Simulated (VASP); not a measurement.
# NiO (R-3m) in VASP: single point with PBE+U

Aim: the single point of NiO with PBE+U.

All numbers are computed with VASP 6.6.1; they aren't measurements. Logs are shortened: lines on timing, memory, paths and dates and some standing lists are left out, and cuts for length are marked.

## 1. The cell of the first run

The typed cell holds 4 atoms: a = 2.987 Å, b = 2.987 Å, c = 5.168 Å, α = 73.21°, β = 90.00°, γ = 60.00°.

## 2. Single point, PBE+U, collinear spin, antiferromagnetic start (9.41 Å³/atom)

File INCAR:

```
PREC = Accurate
ENCUT = 700
EDIFF = 1E-6
ISMEAR = 0
SIGMA = 0.05
LREAL = F
LASPH = T
NELM = 200
ALGO = Normal
ISIF = 2
LWAVE = F
LCHARG = F
ISPIN = 2
MAGMOM = 1.85 -1.85 0 0
LORBIT = 11
LMAXMIX = 4
LDAU = T
LDAUTYPE = 2
LDAUL = 2 -1
LDAUU = 6.2 0
LDAUJ = 0 0
LDAUPRINT = 1
GGA = PE
NBANDS = 36
GGA_COMPAT = F
```

File KPOINTS:

```
Automatic mesh
0
Gamma
  10 10 10
```

File POSCAR:

```
NiO
1.0
    0.0000000000      2.1118977354      2.1118977354
    2.1118977354      0.0000000000      2.1118977354
    4.2208320262      2.1089342907     -2.1089342907
Ni O
2 2
Direct
    0.0000000000      0.0000000000      0.0000000000
    0.5000000000      0.0000000000      0.5000000000
    0.7500000000      0.4999999999      0.2500000001
    1.2500000000      0.5000000001      0.7499999999
```

Potentials or basis: VASP PAW PBE potentials, release 64 (Ni_sv_GW, O).

Launch:

```
$ cat potpaw_PBE.64/Ni_sv_GW/POTCAR potpaw_PBE.64/O/POTCAR > POTCAR
$ mpirun -np 1 vasp_std > vasp.out
```

OUTCAR:

```text
PREC = Accurate
   ENCUT = 700
   EDIFF = 1E-6
   ISMEAR = 0
   LREAL = F
   LASPH = T
   NELM = 200
   ISIF = 2
   ISPIN = 2
   LORBIT = 11
   GGA = PE

 ion  position               nearest neighbor table
   1  0.000  0.000  0.000-   3 2.11   4 2.11   4 2.11   3 2.11   3 2.11   4 2.11
   2  0.500  0.000  0.500-   3 2.11   4 2.11   4 2.11   3 2.11   3 2.11   4 2.11
   3  0.750  0.500  0.250-   2 2.11   2 2.11   2 2.11   1 2.11   1 2.11   1 2.11
   4  0.250  0.500  0.750-   2 2.11   2 2.11   2 2.11   1 2.11   1 2.11   1 2.11

  LATTYP: Found a trigonal (rhomboedric) cell.
 ALAT       =     5.1682328390
 COS(alpha) =     0.8330210882

  Lattice vectors:

 A1 = (   4.2208320262,   2.1089342907,  -2.1089342907)
 A2 = (   2.1089342908,   2.1089342907,  -4.2208320261)
 A3 = (   2.1089342908,   4.2208320261,  -2.1089342907)

Analysis of symmetry for initial positions (statically):
=====================================================================
 Subroutine PRICEL returns following result:

  LATTYP: Found a trigonal (rhomboedric) cell.
 ALAT       =     2.9845793157
 COS(alpha) =     0.4992977773
[... 12 lines left out ...]
 Subroutine GETGRP returns: Found 12 space group operations
 (whereof 12 operations were pure point group operations)
 out of a pool of 12 trial point group operations.

The static configuration has the point symmetry D_3d.

Analysis of symmetry for dynamics (positions and initial velocities):
=====================================================================
 Subroutine PRICEL returns following result:

  LATTYP: Found a trigonal (rhomboedric) cell.
 ALAT       =     2.9845793157
 COS(alpha) =     0.4992977773
[... 12 lines left out ...]
 Subroutine GETGRP returns: Found 12 space group operations
 (whereof 12 operations were pure point group operations)
 out of a pool of 12 trial point group operations.

The dynamic configuration has the point symmetry D_3d.

Analysis of structural, dynamic, and magnetic symmetry:
=====================================================================
 Subroutine PRICEL returns following result:

  LATTYP: Found a trigonal (rhomboedric) cell.
 ALAT       =     2.9845793157
 COS(alpha) =     0.4992977773
[... 12 lines left out ...]
 Subroutine GETGRP returns: Found 12 space group operations
 (whereof 12 operations were pure point group operations)
 out of a pool of 12 trial point group operations.

The overall configuration has the point symmetry D_3d.

 Subroutine INISYM returns: Found 12 space group operations
 (whereof 12 operations are pure point group operations),
 and found     2 'primitive' translations

----------------------------------------------------------------------------------------

                                     Primitive cell

  volume of cell :      18.8188

  direct lattice vectors                    reciprocal lattice vectors
    -2.110416013  0.001481722  2.110416013    -0.236837030  0.236670746  0.236837030
    -2.110416013 -2.110416013 -0.001481722    -0.236837030 -0.236837030 -0.236670746
     0.001481722 -2.110416013  2.110416013     0.236670746 -0.236837030  0.236837030

  length of vectors
     2.984579316  2.984579316  2.984579316     0.410117787  0.410117787  0.410117787

  position of ions in fractional coordinates (direct lattice)
     0.000000000  0.000000000  0.000000000
     0.500000000  0.500000000  0.500000000

  ion indices of the primitive-cell ions
   primitive index   ion index
                 1           1
                 2           3

----------------------------------------------------------------------------------------

 KPOINTS: Automatic mesh

Automatic generation of k-mesh.
 Grid dimensions read from file:
 generate k-points for:   10   10   10

 Generating k-lattice:
[... 81 lines left out ...]
     AMIX     =   0.40;   BMIX     =  1.00
     AMIX_MAG =   1.60;   BMIX_MAG =  1.00
  volume/ion in A,a.u.               =       9.41        63.50
  Fermi-wavevector in a.u.,A,eV,Ry     =   1.775340  3.354906 42.883264  3.151831
  Thomas-Fermi vector in A             =   2.841153
   LORBIT       =     11    0 simple, 1 ext, 2 COOP (PROOUT), +10 PAW based schemes
 LDA+U is selected, type is set to LDAUTYPE =  2
   angular momentum for each species LDAUL =     2   -1
   U (eV)           for each species LDAUU =   6.2  0.0
   J (eV)           for each species LDAUJ =   0.0  0.0
   GGA     = PE    functional components
   LHFCALC =     F    Hartree Fock is set to
   AEXX    =    0.0000 exact exchange contribution
   IVDW    =     0    specifies the selected vdW correction
   LEPSILON=     F    determine dielectric tensor
   LRPA    =     F    only Hartree local field effects (RPA)
 spin polarized calculation
 Gauss-broadening in eV      SIGMA  =   0.05
  energy-cutoff  :      700.00
  volume of cell :       37.64
 maximum number of plane-waves:      1603
 NGX is ok and might be reduce to    28
   NGX = 13   NGY = 13   NGZ = 23

 number of electron      47.9999995 magnetization      -0.0000000

atom =   1  type =  1  l = 2

 onsite density matrix

spin component  1

  0.9385  0.0000 -0.0000  0.0000 -0.0000
  0.0000  0.9385 -0.0000 -0.0000  0.0000
 -0.0000 -0.0000  0.9647 -0.0000 -0.0000
  0.0000 -0.0000 -0.0000  0.9385 -0.0000
 -0.0000  0.0000 -0.0000 -0.0000  0.9647

spin component  2

  0.9307 -0.0000 -0.0002 -0.0000  0.0000
 -0.0000  0.9307 -0.0001  0.0000  0.0002
 -0.0002 -0.0001  0.1050 -0.0001 -0.0000
 -0.0000  0.0000 -0.0001  0.9307 -0.0002
  0.0000  0.0002 -0.0000 -0.0002  0.1050

 occupancies and eigenvectors

  o =  0.1050  v =  0.0000  0.0000  0.0000  0.0000  0.0000  0.0002 -0.0000  0.8660  0.0002  0.5001      0.0000  0.0000  0.0000  0.0000  0.0000  0.0000  0.0000  0.0000  0.0000  0.0000
  o =  0.1050  v =  0.0000  0.0000  0.0000  0.0000  0.0000 -0.0001 -0.0002 -0.5001  0.0001  0.8660      0.0000  0.0000  0.0000  0.0000  0.0000  0.0000  0.0000  0.0000  0.0000  0.0000
  o =  0.9307  v =  0.0000  0.0000  0.0000  0.0000  0.0000  0.4082  0.8165 -0.0002 -0.4082  0.0003      0.0000  0.0000  0.0000  0.0000  0.0000  0.0000  0.0000  0.0000  0.0000  0.0000
  o =  0.9307  v =  0.0000  0.0000  0.0000  0.0000  0.0000  0.7071 -0.0000 -0.0003  0.7071 -0.0002      0.0000  0.0000  0.0000  0.0000  0.0000  0.0000  0.0000  0.0000  0.0000  0.0000
  o =  0.9307  v =  0.0000  0.0000  0.0000  0.0000  0.0000  0.5774 -0.5773 -0.0000 -0.5774  0.0000      0.0000  0.0000  0.0000  0.0000  0.0000  0.0000  0.0000  0.0000  0.0000  0.0000
  o =  0.9385  v = -0.5774  0.5774  0.0000  0.5774 -0.0000  0.0000  0.0000  0.0000  0.0000  0.0000      0.0000  0.0000  0.0000  0.0000  0.0000  0.0000  0.0000  0.0000  0.0000  0.0000
  o =  0.9385  v = -0.4082 -0.8165 -0.0006  0.4083  0.0010  0.0000  0.0000  0.0000  0.0000  0.0000      0.0000  0.0000  0.0000  0.0000  0.0000  0.0000  0.0000  0.0000  0.0000  0.0000
  o =  0.9385  v =  0.7071  0.0000  0.0010  0.7071  0.0006  0.0000  0.0000  0.0000  0.0000  0.0000      0.0000  0.0000  0.0000  0.0000  0.0000  0.0000  0.0000  0.0000  0.0000  0.0000
  o =  0.9647  v = -0.0008  0.0000  0.8660 -0.0008  0.5000  0.0000  0.0000  0.0000  0.0000  0.0000      0.0000  0.0000  0.0000  0.0000  0.0000  0.0000  0.0000  0.0000  0.0000  0.0000
  o =  0.9647  v =  0.0005  0.0010 -0.5000 -0.0005  0.8660  0.0000  0.0000  0.0000  0.0000  0.0000      0.0000  0.0000  0.0000  0.0000  0.0000  0.0000  0.0000  0.0000  0.0000  0.0000

atom =   2  type =  1  l = 2

 onsite density matrix

spin component  1

  0.9307 -0.0000 -0.0002 -0.0000  0.0000
 -0.0000  0.9307 -0.0001  0.0000  0.0002
 -0.0002 -0.0001  0.1050 -0.0001 -0.0000
 -0.0000  0.0000 -0.0001  0.9307 -0.0002
  0.0000  0.0002 -0.0000 -0.0002  0.1050

spin component  2

  0.9385  0.0000 -0.0000  0.0000 -0.0000
  0.0000  0.9385 -0.0000 -0.0000  0.0000
 -0.0000 -0.0000  0.9647 -0.0000 -0.0000
  0.0000 -0.0000 -0.0000  0.9385 -0.0000
 -0.0000  0.0000 -0.0000 -0.0000  0.9647

 occupancies and eigenvectors

  o =  0.1050  v =  0.0002 -0.0000  0.8660  0.0002  0.5000  0.0000  0.0000  0.0000  0.0000  0.0000      0.0000  0.0000  0.0000  0.0000  0.0000  0.0000  0.0000  0.0000  0.0000  0.0000
  o =  0.1050  v = -0.0001 -0.0002 -0.5000  0.0001  0.8660  0.0000  0.0000  0.0000  0.0000  0.0000      0.0000  0.0000  0.0000  0.0000  0.0000  0.0000  0.0000  0.0000  0.0000  0.0000
  o =  0.9307  v =  0.4082  0.8165 -0.0002 -0.4083  0.0003  0.0000  0.0000  0.0000  0.0000  0.0000      0.0000  0.0000  0.0000  0.0000  0.0000  0.0000  0.0000  0.0000  0.0000  0.0000
  o =  0.9307  v =  0.7071  0.0000 -0.0003  0.7071 -0.0002  0.0000  0.0000  0.0000  0.0000  0.0000      0.0000  0.0000  0.0000  0.0000  0.0000  0.0000  0.0000  0.0000  0.0000  0.0000
  o =  0.9307  v =  0.5774 -0.5773 -0.0000 -0.5774  0.0000  0.0000  0.0000  0.0000  0.0000  0.0000      0.0000  0.0000  0.0000  0.0000  0.0000  0.0000  0.0000  0.0000  0.0000  0.0000
  o =  0.9385  v =  0.0000  0.0000  0.0000  0.0000  0.0000 -0.5774  0.5774  0.0000  0.5774 -0.0000      0.0000  0.0000  0.0000  0.0000  0.0000  0.0000  0.0000  0.0000  0.0000  0.0000
  o =  0.9385  v =  0.0000  0.0000  0.0000  0.0000  0.0000 -0.4082 -0.8165 -0.0006  0.4083  0.0010      0.0000  0.0000  0.0000  0.0000  0.0000  0.0000  0.0000  0.0000  0.0000  0.0000
  o =  0.9385  v =  0.0000  0.0000  0.0000  0.0000  0.0000  0.7071  0.0000  0.0010  0.7071  0.0006      0.0000  0.0000  0.0000  0.0000  0.0000  0.0000  0.0000  0.0000  0.0000  0.0000
  o =  0.9647  v =  0.0000  0.0000  0.0000  0.0000  0.0000 -0.0008  0.0000  0.8660 -0.0008  0.5000      0.0000  0.0000  0.0000  0.0000  0.0000  0.0000  0.0000  0.0000  0.0000  0.0000
  o =  0.9647  v =  0.0000  0.0000  0.0000  0.0000  0.0000  0.0005  0.0010 -0.5000 -0.0005  0.8660      0.0000  0.0000  0.0000  0.0000  0.0000  0.0000  0.0000  0.0000  0.0000  0.0000

 number of electron      47.9999995 magnetization       0.0000000

 Free energy of the ion-electron system (eV)
  ---------------------------------------------------
  ext. energy  EPLUGINS =         0.00000000
  ---------------------------------------------------
  free energy    TOTEN  =       -20.65849070 eV

  energy without entropy =      -20.65849070  energy(sigma->0) =      -20.65849070

 E-fermi :   5.7797     XC(G=0): -12.8083

 val. band max:        5.2250126243   @ k =   0.0000   0.0000   0.5000
 cond. band min:       8.1702784836   @ k =   0.0000   0.0000   0.0000
 fundamental gap:      2.9452658593
 Fermi energy:         5.7797227364

 spin component 1

 k-point     1 :       0.0000    0.0000    0.0000
  band No.  band energies     occupation
      1     -98.0776      1.00000
      2     -95.8364      1.00000
      3     -58.4688      1.00000
      4     -58.4590      1.00000
      5     -58.4590      1.00000
      6     -56.2834      1.00000
[... 1865 lines left out ...]
     35      27.3136      0.00000
     36      28.0846      0.00000

 [... further k-points ...]

------------------------ aborting loop because EDIFF is reached ----------------------------------------

  FORCE on cell =-STRESS in cart. coord.  units (eV):
  Direction    XX          YY          ZZ          XY          YZ          ZX
  --------------------------------------------------------------------------------------
  -------------------------------------------------------------------------------------
  Total        0.3787051      0.3787051      0.3787051     -0.0095764      0.0095764      0.0095764
  in kB       16.1209431     16.1209431     16.1209431     -0.4076551      0.4076551      0.4076551
  external PRESSURE =      16.1209431 kB  Pullay stress =       0.0000000 kB

 VOLUME and BASIS-vectors are now :
 -----------------------------------------------------------------------------
  energy-cutoff  :      700.00
  volume of cell :       37.64
      direct lattice vectors                 reciprocal lattice vectors
     0.000000000  2.111897735  2.111897735    -0.118335373  0.355172403  0.118335373
     2.111897735  0.000000000  2.111897735     0.236670746 -0.236837030  0.236837030
     4.220832026  2.108934291 -2.108934291     0.118501656  0.118501656 -0.118501656

 POSITION                                       TOTAL-FORCE (eV/Angst)
 -----------------------------------------------------------------------------------
      0.00000      0.00000      0.00000         0.000000      0.000000      0.000000
      2.11042      2.11042      0.00148         0.000000      0.000000      0.000000
      2.11116      2.11116      2.11264         0.000000      0.000000      0.000000
      4.22157      2.10968      0.00222        -0.000000     -0.000000     -0.000000
 -----------------------------------------------------------------------------------
    total drift:                                0.000000      0.000000     -0.000000

  FREE ENERGIE OF THE ION-ELECTRON SYSTEM (eV)
  ---------------------------------------------------
  free  energy   TOTEN  =       -20.6584907036 eV

  energy  without entropy=      -20.6584907036  energy(sigma->0) =      -20.65849070

 total charge

# of ion       s       p       d       f       tot
--------------------------------------------------
    1        2.156   6.213   7.722   0.009  16.099
    2        2.156   6.213   7.722   0.009  16.099
    3        1.546   3.474   0.000   0.000   5.020
    4        1.546   3.474   0.000   0.000   5.020
--------------------------------------------------
tot          7.404  19.374  15.443   0.018  42.239

 magnetization (x)

# of ion       s       p       d       f       tot
--------------------------------------------------
    1        0.001  -0.001   1.740   0.001   1.741
    2       -0.001   0.001  -1.740  -0.001  -1.741
    3        0.000   0.000   0.000   0.000   0.000
    4        0.000   0.000   0.000   0.000   0.000
--------------------------------------------------
tot          0.000   0.000   0.000   0.000   0.000
```

Wall time 20 min (1 thread of AMD EPYC 7R43 (Zen 3), shared host); peak memory 0.44 GiB.

What came out:

```
Free energy                                           : -20.6585 eV
Pressure                                              : 1.6 GPa
Band gap on the k mesh                                : 2.95 eV
Net moment                                            : 0.00 μB per cell
Site moments                                          : Ni +1.74, -1.74; O +0.00 μB
Valence electrons inside the program's atomic spheres : Ni 16.10; O 5.02
```

Levels at points of the mesh, in eV from the valence-band top:
Spin up:
| k point | band 20 | band 21 | band 22 | band 23 | band 24 | band 25 | band 26 | band 27 | band 28 | band 29 |
| --- | --- | --- | --- | --- | --- | --- | --- | --- | --- | --- |
| (0.00, 0.00, 0.00) | -0.90 | -0.90 | -0.89 | -0.69 | -0.69 | 2.95 | 4.70 | 4.70 | 6.96 | 11.41 |
| (0.50, 0.00, 0.00) | -1.97 | -1.55 | -1.53 | -1.16 | -0.57 | 4.64 | 4.65 | 8.73 | 9.02 | 10.99 |
| (0.00, 0.50, 0.00) | -2.23 | -2.21 | -1.59 | -0.58 | -0.45 | 4.89 | 5.03 | 6.97 | 7.43 | 11.40 |
| (0.00, 0.00, 0.50) | -1.68 | -1.36 | -1.36 | 0.00 | 0.00 | 4.53 | 4.53 | 5.67 | 5.80 | 13.23 |
Spin down:
```tsv
k point	band 22	band 23	band 24	band 25	band 26	band 27
(0.00, 0.00, 0.00)	-0.89	-0.69	-0.69	2.95	4.70	4.70
(0.50, 0.00, 0.00)	-1.53	-1.16	-0.57	4.64	4.65	8.73
(0.00, 0.50, 0.00)	-1.59	-0.58	-0.45	4.89	5.03	6.97
(0.00, 0.00, 0.50)	-1.36	0.00	0.00	4.53	4.53	5.67
```

Eigenvalues of the final occupation matrices:
```csv
site,spin,trace,eigenvalues
site 1 d,1,4.74,0.94 0.94 0.94 0.96 0.96
site 1 d,2,3.00,0.10 0.10 0.93 0.93 0.93
site 2 d,1,3.00,0.10 0.10 0.93 0.93 0.93
site 2 d,2,4.74,0.94 0.94 0.94 0.96 0.96
```

A k mesh can miss the band edges. The state reached can hang on the start; a lower one may exist.
